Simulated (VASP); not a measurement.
# KCl (Pm-3m) in VASP: a series of runs, part 2 of 2

VASP 6.6.1.

## 3. Single point, r2SCAN (volume scaled by 0.88)

Contents of POSCAR:

```
KCl
1.0
    3.6131701778      0.0000000000      0.0000000000
    0.0000000000      3.6131701778      0.0000000000
    0.0000000000      0.0000000000      3.6131701778
K Cl
1 1
Direct
    0.0000000000      0.0000000000      0.0000000000
    0.5000000000      0.5000000000      0.5000000000
```

Contents of INCAR.step1:

```
PREC = Accurate
ENCUT = 520
ISMEAR = 0
SIGMA = 0.02
LREAL = False
LASPH = True
NELM = 100
NBANDS = 15
GGA = PE
ALGO = Normal
EDIFF = 1E-4
LWAVE = True
LCHARG = False
```

Contents of INCAR.step2:

```
PREC = Accurate
ENCUT = 520
EDIFF = 1E-6
ISMEAR = 0
SIGMA = 0.02
LREAL = False
LASPH = True
NELM = 100
ALGO = Normal
ISIF = 2
LWAVE = False
LCHARG = True
METAGGA = R2SCAN
LMIXTAU = True
LELF = True
LVHAR = True
NBANDS = 15
ISTART = 1
```

Contents of KPOINTS:

```
regular mesh
0
Gamma
  6 6 6
```

Potentials or basis: VASP PAW PBE potentials, release 64 (K_sv, Cl).

Started as:

```
cat potpaw_PBE.64/K_sv/POTCAR potpaw_PBE.64/Cl/POTCAR > POTCAR
cp INCAR.step1 INCAR
mpirun -np 1 vasp_std > vasp.out
cp INCAR.step2 INCAR
mpirun -np 1 vasp_std > vasp.out
```

It took 57 s on 1 thread of Intel Xeon Platinum 8488C (Sapphire Rapids), shared host; peak memory 0.16 GiB.

Results (log left out):

| Quantity | Value |
| --- | --- |
| Free energy | -16.3345 eV |
| Pressure | 4.0 GPa |
| Band gap on the k mesh | 6.51 eV, indirect (least direct gap 6.74 eV) |

Levels at points of the mesh, in eV from the valence-band top:
| k point | band 5 | band 6 | band 7 | band 8 | band 9 | band 10 | band 11 | band 12 |
| --- | --- | --- | --- | --- | --- | --- | --- | --- |
| (0.00, 0.00, 0.00) | -11.50 | -0.24 | -0.24 | -0.24 | 6.51 | 6.90 | 6.90 | 11.90 |
| (0.50, 0.00, 0.00) | -11.30 | -2.29 | -0.31 | -0.31 | 8.58 | 9.47 | 10.08 | 10.84 |
| (0.50, 0.50, 0.00) | -11.39 | -1.51 | -1.51 | 0.00 | 6.91 | 8.23 | 9.78 | 9.78 |
| (0.50, 0.50, 0.50) | -11.77 | -1.82 | -1.82 | -1.82 | 10.12 | 10.12 | 10.12 | 11.56 |

Caveat: the PAW data sets were made with another functional, which shifts forces and pressure a little. A k mesh can miss the band edges.

## 4. Single point, r2SCAN (volume scaled by 0.91)

Contents of POSCAR:

```
KCl
1.0
    3.6537709938      0.0000000000      0.0000000000
    0.0000000000      3.6537709938      0.0000000000
    0.0000000000      0.0000000000      3.6537709938
K Cl
1 1
Direct
    0.0000000000      0.0000000000      0.0000000000
    0.5000000000      0.5000000000      0.5000000000
```

Contents of INCAR.step1:

```
SYSTEM = KCl
ALGO = Normal
EDIFF = 1E-4
ENCUT = 520
GGA = PE
ISMEAR = 0
LASPH = .True.
LCHARG = .False.
LREAL = .False.
LWAVE = .True.
NBANDS = 15
NELM = 100
PREC = Accurate
SIGMA = 0.02
```

Contents of INCAR.step2:

```
SYSTEM = KCl
ALGO = Normal
EDIFF = 1E-6
ENCUT = 520
ISIF = 2
ISMEAR = 0
ISTART = 1
LASPH = .True.
LCHARG = .False.
LMIXTAU = .True.
LREAL = .False.
LWAVE = .False.
METAGGA = R2SCAN
NBANDS = 15
NELM = 100
PREC = Accurate
SIGMA = 0.02
```

Contents of KPOINTS:

```
k-points
0
Gamma
  6 6 6
  0 0 0
```

Potentials or basis: VASP PAW PBE potentials, release 64 (K_sv, Cl).

Started as:

```
cat potpaw_PBE.64/K_sv/POTCAR potpaw_PBE.64/Cl/POTCAR > POTCAR
cp INCAR.step1 INCAR
mpirun -np 1 vasp_std > vasp.out
cp INCAR.step2 INCAR
mpirun -np 1 vasp_std > vasp.out
```

OUTCAR:

```text
SYSTEM = KCl
   EDIFF = 1E-6
   ENCUT = 520
   ISIF = 2
   ISMEAR = 0
   ISTART = 1
   LASPH = .True.
   LREAL = .False.
   METAGGA = R2SCAN
   NELM = 100
   PREC = Accurate

 ion  position               nearest neighbor table
   1  0.000  0.000  0.000-   2 3.16   2 3.16   2 3.16   2 3.16   2 3.16   2 3.16   2 3.16   2 3.16

   2  0.500  0.500  0.500-   1 3.16   1 3.16   1 3.16   1 3.16   1 3.16   1 3.16   1 3.16   1 3.16

  LATTYP: Found a simple cubic cell.
 ALAT       =     3.6537709938

  Lattice vectors:

 A1 = (   3.6537709938,   0.0000000000,   0.0000000000)
 A2 = (   0.0000000000,   3.6537709938,   0.0000000000)
 A3 = (   0.0000000000,   0.0000000000,   3.6537709938)

Analysis of symmetry for initial positions (statically):
=====================================================================
 Subroutine PRICEL returns:
 Original cell was already a primitive cell.

 Routine SETGRP: Setting up the symmetry group for a
 simple cubic supercell.

 Subroutine GETGRP returns: Found 48 space group operations
 (whereof 48 operations were pure point group operations)
 out of a pool of 48 trial point group operations.

[... 172 lines left out ...]
      6      -0.6562      2.00000
      7      -0.6562      2.00000
      8      -0.6562      2.00000
      9       5.8841      0.00000
     10       6.5362      0.00000
     11       6.5362      0.00000
     12      11.4018      0.00000
     13      11.4018      0.00000
     14      11.4018      0.00000
[... 329 lines left out ...]
      2     -13.2681      2.00000
      3     -12.2173      2.00000
      4     -12.2173      2.00000
      5     -12.2173      2.00000
      6      -2.1407      2.00000
      7      -2.1407      2.00000
      8      -2.1407      2.00000
      9       9.5774      0.00000
     10       9.5774      0.00000
     11       9.5774      0.00000
     12      10.9784      0.00000
     13      10.9784      0.00000
     14      10.9784      0.00000
     15      13.3197      0.00000

------------------------ aborting loop because EDIFF is reached ----------------------------------------

  FORCE on cell =-STRESS in cart. coord.  units (eV):
  Direction    XX          YY          ZZ          XY          YZ          ZX
  --------------------------------------------------------------------------------------
  -------------------------------------------------------------------------------------
  Total        0.8264380      0.8264380      0.8264380     -0.0000000     -0.0000000     -0.0000000
  in kB       27.1454390     27.1454390     27.1454390     -0.0000000     -0.0000000     -0.0000000
  external PRESSURE =      27.1454390 kB  Pullay stress =       0.0000000 kB

 VOLUME and BASIS-vectors are now :
 -----------------------------------------------------------------------------
  energy-cutoff  :      520.00
  volume of cell :       48.78
      direct lattice vectors                 reciprocal lattice vectors
     3.653770994  0.000000000  0.000000000     0.273689840  0.000000000  0.000000000
     0.000000000  3.653770994  0.000000000     0.000000000  0.273689840  0.000000000
     0.000000000  0.000000000  3.653770994     0.000000000  0.000000000  0.273689840

 POSITION                                       TOTAL-FORCE (eV/Angst)
 -----------------------------------------------------------------------------------
      0.00000      0.00000      0.00000         0.000000      0.000000      0.000000
      1.82689      1.82689      1.82689         0.000000      0.000000      0.000000
 -----------------------------------------------------------------------------------
    total drift:                               -0.000000      0.000000      0.000000

  FREE ENERGIE OF THE ION-ELECTRON SYSTEM (eV)
  ---------------------------------------------------
  free  energy   TOTEN  =       -16.3687569322 eV

  energy  without entropy=      -16.3687569322  energy(sigma->0) =      -16.36875693
```

Wall time 51 s (1 thread of Intel Xeon Platinum 8488C (Sapphire Rapids), shared host); peak memory 0.17 GiB.

Results:

```
Free energy            : -16.3688 eV
Pressure               : 2.7 GPa
Band gap on the k mesh : 6.31 eV, indirect (least direct gap 6.54 eV)
```

Caveat: the PAW data sets were made with another functional, which shifts forces and pressure a little. A k mesh can miss the band edges.

## 5. Overview

| task | cell | cutoff (eV) | smearing | gap on the mesh (eV) | pressure (GPa) |
| --- | --- | --- | --- | --- | --- |
| relaxation of cell and atoms | relaxed from a = 3.770 Å, 2 atoms | 600 | gaussian 0.01 eV | 5.81 | 0.0 |
| single point | a = 3.613 Å, 2 atoms | 520 | gaussian 0.02 eV | 6.51 | 4.0 |
| single point | a = 3.654 Å, 2 atoms | 520 | gaussian 0.02 eV | 6.31 | 2.7 |

Alike in all rows: level r2SCAN; potentials or basis VASP PAW PBE potentials, release 64 (K_sv, Cl); no spin polarisation; k mesh 6 × 6 × 6.

Caveats: the PAW data sets were made with another functional, which shifts forces and pressure a little.

Absolute energies hang on the potentials; compare differences alone.
